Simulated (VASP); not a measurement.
# HfB (Fm-3m) in VASP: a series of runs

HfB is run at these levels: PBE; tasks: density of states.

Program: VASP 6.6.1. These are calculated values, not measurements. Logs are shortened: lines on timing, memory, paths and dates and some standing lists are left out, and cuts for length are marked.

## Step 1: The cell of the first run

The structure is cubic, space group Fm-3m (No. 225). Conventional cell: a = 4.620 Å, b = 4.620 Å, c = 4.620 Å, α = 90.00°, β = 90.00°, γ = 90.00°. Within 3.1 Å of Hf (site symmetry m-3m) lie 6 B at 2.31 Å. B (site symmetry m-3m) has 6 Hf at 2.31 Å within 3.1 Å.

## Step 2: Density of states, PBE, collinear spin, ferromagnetic start

POSCAR

```
HfB
1.0
    0.0000000000      2.3100000000      2.3100000000
    2.3100000000      0.0000000000      2.3100000000
    2.3100000000      2.3100000000      0.0000000000
Hf B
1 1
Direct
    0.5000000000      0.5000000000      0.5000000000
    0.0000000000      0.0000000000      0.0000000000
```

INCAR.step1

```
SYSTEM = HfB
PREC = Accurate ; ENCUT = 520
EDIFF = 1E-6 ; ISMEAR = -1
SIGMA = 0.05 ; LREAL = .False.
LASPH = .True. ; NELM = 150
ALGO = Normal ; ISIF = 2
LWAVE = .False. ; LCHARG = .True.
ISPIN = 2 ; MAGMOM = 0.6 0
LMAXMIX = 4 ; GGA = PE
NBANDS = 18
```

KPOINTS.step1

```
regular mesh
0
Gamma
  11 11 11
  0 0 0
```

INCAR.step2

```
SYSTEM = HfB
PREC = Accurate ; ENCUT = 520
EDIFF = 1E-6 ; ISMEAR = -5
SIGMA = 0.05 ; LREAL = .False.
LASPH = .True. ; NELM = 150
ALGO = Normal ; ISIF = 2
LWAVE = .False. ; LCHARG = .False.
ISPIN = 2 ; MAGMOM = 0.6 0
LORBIT = 10 ; LMAXMIX = 4
GGA = PE ; NBANDS = 18
NEDOS = 2001 ; ICHARG = 11
```

KPOINTS.step2

```
regular mesh
0
Gamma
  17 17 17
  0 0 0
```

Potentials or basis: VASP PAW PBE potentials, release 64 (Hf_pv, B).

On the command line:

```
$ cat potpaw_PBE.64/Hf_pv/POTCAR potpaw_PBE.64/B/POTCAR > POTCAR
$ cp INCAR.step1 INCAR
$ cp KPOINTS.step1 KPOINTS
$ mpirun -np 1 vasp_std > vasp.out
$ cp INCAR.step2 INCAR
$ cp KPOINTS.step2 KPOINTS
$ mpirun -np 1 vasp_std > vasp.out
```

OUTCAR:

```text
SYSTEM = HfB
   PREC = Accurate
   ENCUT = 520
   EDIFF = 1E-6
   ISMEAR = -5
   LREAL = .False.
   LASPH = .True.
   NELM = 150
   ISIF = 2
   ISPIN = 2
   LORBIT = 10
   GGA = PE
   ICHARG = 11

 ion  position               nearest neighbor table
   1  0.500  0.500  0.500-   2 2.31   2 2.31   2 2.31   2 2.31   2 2.31   2 2.31
   2  0.000  0.000  0.000-   1 2.31   1 2.31   1 2.31   1 2.31   1 2.31   1 2.31

  LATTYP: Found a face centered cubic cell.
 ALAT       =     4.6200000000

  Lattice vectors:

 A1 = (   0.0000000000,   2.3100000000,   2.3100000000)
 A2 = (   2.3100000000,   0.0000000000,   2.3100000000)
 A3 = (   2.3100000000,   2.3100000000,   0.0000000000)

Analysis of symmetry for initial positions (statically):
=====================================================================
 Subroutine PRICEL returns:
 Original cell was already a primitive cell.

 Routine SETGRP: Setting up the symmetry group for a
 face centered cubic supercell.

 Subroutine GETGRP returns: Found 48 space group operations
[... 9 lines left out ...]

 Routine SETGRP: Setting up the symmetry group for a
 face centered cubic supercell.

 Subroutine GETGRP returns: Found 48 space group operations
 (whereof 48 operations were pure point group operations)
 out of a pool of 48 trial point group operations.

The dynamic configuration has the point symmetry O_h .

Analysis of structural, dynamic, and magnetic symmetry:
=====================================================================
 Subroutine PRICEL returns:
 Original cell was already a primitive cell.

 Routine SETGRP: Setting up the symmetry group for a
 face centered cubic supercell.

 Subroutine GETGRP returns: Found 48 space group operations
 (whereof 48 operations were pure point group operations)
 out of a pool of 48 trial point group operations.

The overall configuration has the point symmetry O_h .

 Subroutine INISYM returns: Found 48 space group operations
[... 5 lines left out ...]
                                     Primitive cell

  volume of cell :      24.6528

  direct lattice vectors                    reciprocal lattice vectors
     0.000000000  2.310000000  2.310000000    -0.216450216  0.216450216  0.216450216
     2.310000000  0.000000000  2.310000000     0.216450216 -0.216450216  0.216450216
     2.310000000  2.310000000  0.000000000     0.216450216  0.216450216 -0.216450216

  length of vectors
     3.266833329  3.266833329  3.266833329     0.374902772  0.374902772  0.374902772

  position of ions in fractional coordinates (direct lattice)
     0.500000000  0.500000000  0.500000000
     0.000000000  0.000000000  0.000000000

  ion indices of the primitive-cell ions
   primitive index   ion index
                 1           1
                 2           2

----------------------------------------------------------------------------------------

 KPOINTS: regular mesh

Automatic generation of k-mesh.
 Grid dimensions read from file:
 generate k-points for:   17   17   17

 Generating k-lattice:

  Cartesian coordinates                     Fractional coordinates (reciprocal lattice)
    -0.012732366  0.012732366  0.012732366     0.058823529  0.000000000  0.000000000
     0.012732366 -0.012732366  0.012732366     0.000000000  0.058823529  0.000000000
     0.012732366  0.012732366 -0.012732366     0.000000000  0.000000000  0.058823529

  Length of vectors
     0.022053104  0.022053104  0.022053104

  Shift w.r.t. Gamma in fractional coordinates (k-lattice)
     0.000000000  0.000000000  0.000000000

 TETIRR: Found    693 inequivalent tetrahedra from    29478

 Subroutine IBZKPT returns following result:
 ===========================================

 Found    165 irreducible k-points:

 Following reciprocal coordinates:
            Coordinates               Weight
  0.000000  0.000000  0.000000      1.000000
  0.058824  0.000000  0.000000      8.000000
  0.117647  0.000000  0.000000      8.000000
  0.176471  0.000000  0.000000      8.000000
  0.235294  0.000000  0.000000      8.000000
  0.294118  0.000000  0.000000      8.000000
[... 16 lines left out ...]
 -0.176471  0.058824  0.000000     24.000000
 -0.117647  0.058824  0.000000     24.000000
 [... further k-points ...]
   k-points           NKPTS =    165   k-points in BZ     NKDIM =    165   number of bands    NBANDS=     18
   number of dos      NEDOS =   2001   number of ions     NIONS =      2
   total plane-waves  NPLWV =  13824
   dimension x,y,z NGX =    24 NGY =   24 NGZ =   24
   dimension x,y,z NGXF=    48 NGYF=   48 NGZF=   48
   ions per type =               1   1
   NGX,Y,Z   is equivalent  to a cutoff of  12.21, 12.21, 12.21 a.u.
   NGXF,Y,Z  is equivalent  to a cutoff of  24.43, 24.43, 24.43 a.u.
 SYSTEM =  HfB
   PREC   = accura    normal or accurate (medium, high low for compatibility)
   ISTART =      0    job   : 0-new  1-cont  2-samecut
   ICHARG =     11    charge: 1-file 2-atom 10-const
   ISPIN  =      2    spin polarized calculation?
   LNONCOLLINEAR =      F non collinear calculations
   LSORBIT =      F    spin-orbit coupling
   LASPH  =      T    aspherical Exc in radial PAW
   ENCUT  =  520.0 eV  38.22 Ry    6.18 a.u.   6.07  6.07  6.07*2*pi/ulx,y,z
   NELM   =    150;   NELMIN=  2; NELMDL=  0     # of ELM steps
   EDIFF  = 0.1E-05   stopping-criterion for ELM
   LREAL  =      F    real-space projection
   EDIFFG = 0.1E-04   stopping-criterion for IOM
   NSW    =      0    number of steps for IOM
   IBRION =     -1    ionic relax: 0-MD 1-quasi-New 2-CG
   NFREE  =      0    steps in history (QN), initial steepest desc. (CG)
   ISIF   =      2    stress and relaxation
   ISYM   =      2    0-nonsym 1-usesym 2-fastsym
   POTIM  = 0.5000    time-step for ionic-motion
   TEBEG  =    0.0;   TEEND  =   0.0 temperature during run
   PSTRESS=    0.0 pullay stress
   NELECT =      13.0000    total number of electrons
   NUPDOWN=      -1.0000    fix difference up-down
   EMIN   =  10.00;   EMAX   =-10.00  energy-range for DOS
   EFERMI =   0.00;   METHOD = LEGACY
   ISMEAR =    -5;   SIGMA  =   0.05  broadening in eV -4-tet -1-fermi 0-gaus
   EFERMI_NEDOS =   21; number of points for ismear=-14 and -15
   IALGO  =     38    algorithm
   IMIX   =      4    mixing-type and parameters
     AMIX     =   0.40;   BMIX     =  1.00
     AMIX_MAG =   1.60;   BMIX_MAG =  1.00
  volume/ion in A,a.u.               =      12.33        83.18
  Fermi-wavevector in a.u.,A,eV,Ry     =   1.322617  2.499383 23.800871  1.749315
  Thomas-Fermi vector in A             =   2.452285
   LORBIT       =     10    0 simple, 1 ext, 2 COOP (PROOUT), +10 PAW based schemes
   GGA     = PE    functional components
   LHFCALC =     F    Hartree Fock is set to
   AEXX    =    0.0000 exact exchange contribution
   IVDW    =     0    specifies the selected vdW correction
   LEPSILON=     F    determine dielectric tensor
   LRPA    =     F    only Hartree local field effects (RPA)
 spin polarized calculation
 Fermi weights with tetrahedron method with Bloechl corrections
  energy-cutoff  :      520.00
  volume of cell :       24.65
 maximum number of plane-waves:       678

 number of electron      13.0000002 magnetization      -0.0000238

 Free energy of the ion-electron system (eV)
  ---------------------------------------------------
  ext. energy  EPLUGINS =         0.00000000
  ---------------------------------------------------
  free energy    TOTEN  =       -17.15197268 eV

  energy without entropy =      -17.15197268  energy(sigma->0) =      -17.15197268

 E-fermi :   5.1279     XC(G=0): -12.3027

 val. band max:        5.2735838309   @ k =  -0.1176   0.1176   0.0000
 cond. band min:       5.1031673575   @ k =  -0.1765   0.1176   0.0000
 fundamental gap:     -0.1704164734
 Fermi energy:         5.1278849220

 spin component 1

 k-point     1 :       0.0000    0.0000    0.0000
  band No.  band energies     occupation
      1     -23.1699      1.00000
      2     -23.1699      1.00000
      3     -23.1699      1.00000
      4      -4.4470      1.00000
      5       7.3279      0.00000
      6       7.3279      0.00000
[... 10 lines left out ...]
     17      30.7207      0.00000
     18      30.7208      0.00000

 k-point     2 :       0.0588    0.0000    0.0000
  band No.  band energies     occupation
      1     -23.1963      1.00000
      2     -23.1725      1.00000
      3     -23.1725      1.00000
      4      -4.3460      1.00000
      5       6.9511      0.00000
      6       7.2688      0.00000
[... 10 lines left out ...]
     17      30.0766      0.00000
     18      30.0767      0.00000

 k-point     3 :       0.1176    0.0000    0.0000
  band No.  band energies     occupation
      1     -23.2715      1.00000
      2     -23.1801      1.00000
      3     -23.1801      1.00000
      4      -4.0504      1.00000
      5       6.1592      0.00000
      6       6.7424      0.00000
[... 10 lines left out ...]
     17      28.6589      0.00000
     18      28.6589      0.00000

 k-point     4 :       0.1765    0.0000    0.0000
  band No.  band energies     occupation
      1     -23.3832      1.00000
      2     -23.1916      1.00000
      3     -23.1916      1.00000
      4      -3.5814      1.00000
      5       5.2568      0.35505
      6       5.9631      0.00000
[... 375 lines left out ...]
      4      -2.6700      1.00000
      5       3.9938      1.00000
      6       4.8978      0.96955
[... 10 lines left out ...]
     17      25.0961      0.00000
     18      25.2850      0.00000

 k-point    23 :      -0.1765    0.0588    0.0000
  band No.  band energies     occupation
      1     -23.4311      1.00000
      2     -23.2227      1.00000
      3     -23.1868      1.00000
      4      -3.3128      1.00000
      5       4.8989      0.88610
      6       5.5367     -0.07676
[... 10 lines left out ...]
     17      26.2175      0.00000
     18      27.0586      0.00000

 k-point    24 :      -0.1176    0.0588    0.0000
  band No.  band energies     occupation
      1     -23.3157      1.00000
      2     -23.2053      1.00000
      3     -23.1769      1.00000
      4      -3.8279      1.00000
      5       5.8234     -0.08644
      6       6.2186      0.00000
[... 10 lines left out ...]
     17      27.5676      0.00000
     18      28.9798      0.00000

 [... further k-points ...]

 spin component 2

 k-point     1 :       0.0000    0.0000    0.0000
  band No.  band energies     occupation
      1     -23.1699      1.00000
      2     -23.1699      1.00000
      3     -23.1699      1.00000
      4      -4.4470      1.00000
      5       7.3279      0.00000
      6       7.3279      0.00000
[... 10 lines left out ...]
     17      30.7207      0.00000
     18      30.7211      0.00000

 k-point     2 :       0.0588    0.0000    0.0000
  band No.  band energies     occupation
      1     -23.1963      1.00000
      2     -23.1725      1.00000
      3     -23.1725      1.00000
      4      -4.3461      1.00000
      5       6.9511      0.00000
      6       7.2688      0.00000
[... 10 lines left out ...]
     17      30.0766      0.00000
     18      30.0766      0.00000

 k-point     3 :       0.1176    0.0000    0.0000
  band No.  band energies     occupation
      1     -23.2715      1.00000
      2     -23.1801      1.00000
      3     -23.1801      1.00000
      4      -4.0504      1.00000
      5       6.1592      0.00000
      6       6.7424      0.00000
[... 10 lines left out ...]
     17      28.6589      0.00000
     18      28.6590      0.00000

 k-point     4 :       0.1765    0.0000    0.0000
  band No.  band energies     occupation
      1     -23.3832      1.00000
      2     -23.1916      1.00000
      3     -23.1916      1.00000
      4      -3.5814      1.00000
      5       5.2568      0.35506
      6       5.9631      0.00000
[... 375 lines left out ...]
      4      -2.6700      1.00000
      5       3.9938      1.00000
      6       4.8978      0.96956
[... 10 lines left out ...]
     17      25.0961      0.00000
     18      25.2850      0.00000

 k-point    23 :      -0.1765    0.0588    0.0000
  band No.  band energies     occupation
      1     -23.4311      1.00000
      2     -23.2227      1.00000
      3     -23.1868      1.00000
      4      -3.3128      1.00000
      5       4.8988      0.88611
      6       5.5367     -0.07676
[... 10 lines left out ...]
     17      26.2175      0.00000
     18      27.0586      0.00000

 k-point    24 :      -0.1176    0.0588    0.0000
  band No.  band energies     occupation
      1     -23.3157      1.00000
      2     -23.2053      1.00000
      3     -23.1769      1.00000
      4      -3.8279      1.00000
      5       5.8234     -0.08644
      6       6.2186      0.00000
[... 10 lines left out ...]
     17      27.5676      0.00000
     18      28.9798      0.00000

 [... further k-points ...]
[... 5 lines left out ...]
  --------------------------------------------------------------------------------------
  -------------------------------------------------------------------------------------
  Total        4.7044159      4.7044159      4.7044159      0.0000000      0.0000000     -0.0000000
  in kB      305.7386561    305.7386561    305.7386561      0.0000000      0.0000000     -0.0000000
  external PRESSURE =     305.7386561 kB  Pullay stress =       0.0000000 kB

 VOLUME and BASIS-vectors are now :
 -----------------------------------------------------------------------------
  energy-cutoff  :      520.00
  volume of cell :       24.65
      direct lattice vectors                 reciprocal lattice vectors
     0.000000000  2.310000000  2.310000000    -0.216450216  0.216450216  0.216450216
     2.310000000  0.000000000  2.310000000     0.216450216 -0.216450216  0.216450216
     2.310000000  2.310000000  0.000000000     0.216450216  0.216450216 -0.216450216

 POSITION                                       TOTAL-FORCE (eV/Angst)
 -----------------------------------------------------------------------------------
      2.31000      2.31000      2.31000         0.000000     -0.000000      0.000000
      0.00000      0.00000      0.00000        -0.000000      0.000000     -0.000000
 -----------------------------------------------------------------------------------
    total drift:                               -0.000000     -0.000000      0.000000

  FREE ENERGIE OF THE ION-ELECTRON SYSTEM (eV)
  ---------------------------------------------------
  free  energy   TOTEN  =       -17.1519726824 eV

  energy  without entropy=      -17.1519726824  energy(sigma->0) =      -17.15197268

 total charge

# of ion       s       p       d       tot
------------------------------------------
    1        0.356   6.669   1.869   8.893
    2        0.799   1.153   0.000   1.952
--------------------------------------------------
tot          1.155   7.822   1.869  10.845

 magnetization (x)

# of ion       s       p       d       tot
------------------------------------------
    1        0.000  -0.000   0.000  -0.000
    2       -0.000  -0.000   0.000  -0.000
--------------------------------------------------
tot         -0.000  -0.000   0.000  -0.000
```

It took 51 s on 1 thread of Intel Xeon 6975P-C, shared host; peak memory 0.23 GiB.

What came out:

```yaml
Net_moment: 0.00 μB per cell
Valence_electrons_inside_the_program's_atomic_spheres: Hf 8.89; B 1.95
```

Caveat: spin-orbit coupling is left out, which moves the levels of the heavy elements; tetrahedron occupations give inexact forces and stress in metals.

## Step 3: Density of states, PBE

POSCAR is that of step 2.

INCAR.step1

```
  PREC = Accurate
  ENCUT = 520
  EDIFF = 1E-6
  ISMEAR = -1
  SIGMA = 0.05
  LREAL = F
  LASPH = T
  NELM = 100
  ALGO = Normal
  ISIF = 2
  LWAVE = F
  LCHARG = T
  LMAXMIX = 4
  GGA = PE
  NBANDS = 14
```

KPOINTS.step1

```
regular mesh
0
Gamma
  11 11 11
```

INCAR.step2

```
  PREC = Accurate
  ENCUT = 520
  EDIFF = 1E-6
  ISMEAR = -5
  SIGMA = 0.05
  LREAL = F
  LASPH = T
  NELM = 100
  ALGO = Normal
  ISIF = 2
  LWAVE = F
  LCHARG = F
  LMAXMIX = 4
  GGA = PE
  LORBIT = 10
  NBANDS = 14
  NEDOS = 1001
  ICHARG = 11
```

KPOINTS.step2

```
regular mesh
0
Gamma
  17 17 17
```

Potentials or basis: VASP PAW PBE potentials, release 64 (Hf_pv, B).

On the command line:

```
$ cat potpaw_PBE.64/Hf_pv/POTCAR potpaw_PBE.64/B/POTCAR > POTCAR
$ cp INCAR.step1 INCAR
$ cp KPOINTS.step1 KPOINTS
$ mpirun -np 1 vasp_std > vasp.out
$ cp INCAR.step2 INCAR
$ cp KPOINTS.step2 KPOINTS
$ mpirun -np 1 vasp_std > vasp.out
```

Wall time 13 s (1 thread of Intel Xeon 6975P-C (Granite Rapids), shared host); peak memory 0.18 GiB.

The run converged. Its results:

```yaml
Valence_electrons_inside_the_program's_atomic_spheres: Hf 8.89; B 1.95
```

Levels at points of the mesh, in eV from the Fermi level:
```csv
k point,band 4,band 5,band 6,band 7,band 8,band 9,band 10,band 11
"(0.00, 0.00, 0.00)",-9.57,2.20,2.20,2.20,3.96,3.96,3.96,4.23
```

Caveat: spin-orbit coupling is left out, which moves the levels of the heavy elements; tetrahedron occupations give inexact forces and stress in metals.
